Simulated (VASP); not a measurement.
Input of a VASP 6.6.1 run:

File INCAR:

```
ALGO = Normal
EDIFF = 1E-6
ENCUT = 600
GGA = PE
GGA_COMPAT = F
ISIF = 2
ISMEAR = 0
LASPH = T
LCHARG = T
LELF = T
LREAL = F
LVHAR = T
LWAVE = F
NBANDS = 20
NELM = 120
PREC = Accurate
SIGMA = 0.01
```

KPOINTS

```
Automatic mesh
0
Gamma
  1 1 1
  0.5 0.5 0.5
```

POSCAR

```
SnO2
1.0
    0.0000000000      2.3868840000      2.3868840000
    2.3868840000      0.0000000000      2.3868840000
    2.3868840000      2.3868840000      0.0000000000
Sn O
1 2
Direct
    0.0000000000      0.0000000000      0.0000000000
    0.2650000000      0.2500000000      0.2400000000
    0.7553977700      0.7015335900      0.7805116200
```

Potentials or basis: VASP PAW PBE potentials, release 64 (Sn_d, O).

Run with:

```sh
$ cat potpaw_PBE.64/Sn_d/POTCAR potpaw_PBE.64/O/POTCAR > POTCAR
$ mpirun -np 1 vasp_std > vasp.out
```

(1) Predict the pressure.

(2) What does it give for the band gap on the k mesh?

(3) Predict the largest force.

Answers

(1) 62.8 GPa.

(2) 8.53 eV, indirect (least direct gap 8.90 eV).

(3) 4.658 eV/Å.

Caveat: the k points lie up to 2.28 Å⁻¹ apart; spin-orbit coupling is left out, which moves the levels of the heavy elements; forces of over 1 eV/Å act on the atoms, so gaps and moduli don't describe the material at rest.
